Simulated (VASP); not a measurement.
A run of VASP 6.6.1 is set up as follows.

Contents of INCAR:

```
ALGO = Normal ; EDIFF = 1E-7
ENCUT = 520 ; GGA = PE
ISIF = 2 ; ISMEAR = 0
LASPH = True ; LCHARG = False
LREAL = False ; LWAVE = False
NBANDS = 18 ; NELM = 60
PREC = Accurate ; SIGMA = 0.1
```

File KPOINTS:

```
k-points
0
Gamma
  6 6 6
```

The input POSCAR:

```
CdCu
1.0
    0.0000000000      2.9855496012      2.9855496012
    2.9855496012      0.0000000000      2.9855496012
    2.9855496012      2.9855496012      0.0000000000
Cd Cu
1 1
Direct
    0.0000000000      0.0000000000      0.0000000000
    0.7500000000      0.7500000000      0.7500000000
```

Potentials or basis: VASP PAW PBE potentials, release 64 (Cd, Cu).

Launch:

```bash
$ cat potpaw_PBE.64/Cd/POTCAR potpaw_PBE.64/Cu/POTCAR > POTCAR
$ mpirun -np 1 vasp_std > vasp.out
```

**Question.** What does it give for the pressure?

**Answer.** 0.3 GPa.
